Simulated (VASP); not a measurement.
Write the native input for VASP 6.6.1 that does the following.

```
Task                   : single point
Functional             : PBEsol
Potentials or basis    : VASP PAW PBE potentials, release 64 (Hf_pv, Si)
Cutoff                 : 520 eV
k mesh                 : 10 × 10 × 10
Occupations            : fermi-dirac, width 0.15 eV
Spin                   : no spin polarisation
Dipole correction      : no
Further INCAR settings : ALGO = Fast; EDIFF = 1e-06; NBANDS = 33
```

The structure of Hf2Si lies in POSCAR:

```
Hf2Si
1.0
   -3.2530027161      3.2530027161      2.5776658544
    3.2530027161     -3.2530027161      2.5776658544
    3.2530027161      3.2530027161     -2.5776658544
Hf Si
4 2
Direct
    0.8427662378      0.6572337622      0.5000000000
    0.3427662378      0.8427662378      0.1855324757
    0.1572337622      0.3427662378      0.5000000000
    0.6572337622      0.1572337622      0.8144675243
    0.7500000000      0.7500000000      0.0000000000
    0.2500000000      0.2500000000      0.0000000000
```

The input as run:

INCAR

```
  ALGO = Fast
  EDIFF = 1E-6
  ENCUT = 520
  GGA = PS
  ISIF = 2
  ISMEAR = -1
  LASPH = T
  LCHARG = F
  LREAL = F
  LWAVE = F
  NBANDS = 33
  NELM = 60
  PREC = Accurate
  SIGMA = 0.15
```

KPOINTS

```
k-points
0
Gamma
  10 10 10
```

Potentials or basis: VASP PAW PBE potentials, release 64 (Hf_pv, Si).

Command:

```bash
$ cat potpaw_PBE.64/Hf_pv/POTCAR potpaw_PBE.64/Si/POTCAR > POTCAR
$ mpirun -np 1 vasp_std > vasp.out
```

Results of the run:

* Pressure: -0.2 GPa
* Largest force: 0.009 eV/Å
* Band gap on the k mesh: zero (bands 24 and 25 overlap by 0.83 eV)

Caveat: the PAW data sets were made with another functional, which shifts forces and pressure a little; spin-orbit coupling is left out, which moves the levels of the heavy elements.

Run time: 7.5 min on 1 thread of Intel Xeon 8259CL, with other jobs on the host, peak memory 0.44 GiB.
